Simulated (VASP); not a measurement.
Set up this calculation in VASP 6.6.1, as the native input.

```yaml
Task: single point
Functional: PBEsol
Potentials_or_basis: VASP PAW PBE potentials, release 64 (Sn_d)
Cutoff: 520 eV
k_mesh: 14 × 14 × 14
Occupations: gaussian, width 0.1 eV
Spin: no spin polarisation
Dipole_correction: no
Further_INCAR_settings: ALGO = Fast; EDIFF = 1e-06; NBANDS = 21
```

The structure of Sn lies in POSCAR:

```
Sn
1.0
   -2.8504976448      2.8504976448      1.5545890980
    2.8504976448     -2.8504976448      1.5545890980
    2.8504976448      2.8504976448     -1.5545890980
Sn
2
Direct
    0.7500000000      0.2500000000      0.5000000000
    0.0000000000      0.0000000000      0.0000000000
```

One way to write it, as run:

INCAR

```
SYSTEM = Sn
  ALGO = Fast
  EDIFF = 1E-6
  ENCUT = 520
  GGA = PS
  ISIF = 2
  ISMEAR = 0
  LASPH = .TRUE.
  LCHARG = .FALSE.
  LREAL = .FALSE.
  LWAVE = .FALSE.
  NBANDS = 21
  NELM = 80
  PREC = Accurate
  SIGMA = 0.1
```

KPOINTS

```
k-points
0
G
  14 14 14
  0 0 0
```

Potentials or basis: VASP PAW PBE potentials, release 64 (Sn_d).

Run with:

```bash
$ cat potpaw_PBE.64/Sn_d/POTCAR > POTCAR
$ mpirun -np 1 vasp_std > vasp.out
```

It gave:

* Pressure: 4.0 GPa
* Band gap on the k mesh: zero (bands 14 and 15 overlap by 4.46 eV)

Caveat: the cell stands under pressure; the PAW data sets were made with another functional, which shifts forces and pressure a little; spin-orbit coupling is left out, which moves the levels of the heavy elements.

Run time: 80 s on 1 thread of Intel(R) Xeon(R) 6975P-C (Granite Rapids), with other jobs on the host, peak memory 0.32 GiB.
